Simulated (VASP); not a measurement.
Wanted: the native input for a VASP 6.6.1 run.

* Task: single point
* Functional: PBE
* Dispersion: D4
* Potentials or basis: VASP PAW PBE potentials, release 64 (C)
* Cutoff: 600 eV
* k mesh: 12 × 12 × 4
* Occupations: fermi-dirac, width 0.02 eV
* Spin: no spin polarisation
* Dipole correction: no
* Further INCAR settings: ALGO = Normal; EDIFF = 1e-06; NBANDS = 16

The structure of C lies in POSCAR:

```
C
1.0
    2.4599656660      0.0000000000      0.0000000000
   -1.2299828330      2.1303927592      0.0000000000
    0.0000000000      0.0000000000      6.6513249962
C
4
Direct
    0.0000000000      0.0000000000      0.2500000000
    0.0000000000      0.0000000000      0.7500000000
    0.3333333333      0.6666666667      0.2500000000
    0.6666666667      0.3333333333      0.7500000000
```

The input as run:

INCAR

```
PREC = Accurate ; ENCUT = 600
EDIFF = 1E-6 ; ISMEAR = -1
SIGMA = 0.02 ; LREAL = F
LASPH = T ; NELM = 120
ALGO = Normal ; ISIF = 2
LWAVE = F ; LCHARG = F
GGA = PE ; IVDW = 13
NBANDS = 16 ; GGA_COMPAT = F
```

KPOINTS

```
regular mesh
0
Gamma
  12 12 4
```

Potentials or basis: VASP PAW PBE potentials, release 64 (C).

The run is started by

```sh
$ cat potpaw_PBE.64/C/POTCAR > POTCAR
$ mpirun -np 1 vasp_std > vasp.out
```

Results of the run:

| Property | Result |
| --- | --- |
| Pressure | 0.0 GPa |
| Band gap on the k mesh | zero (bands 8 and 9 overlap by 0.02 eV) |
| Dispersion energy per atom | -0.178 eV |

Run time: 25 s on 1 thread of Intel(R) Xeon(R) Platinum 8259CL CPU @ 2.50GHz (Skylake/Cascade Lake), on a shared host, peak memory 0.16 GiB.
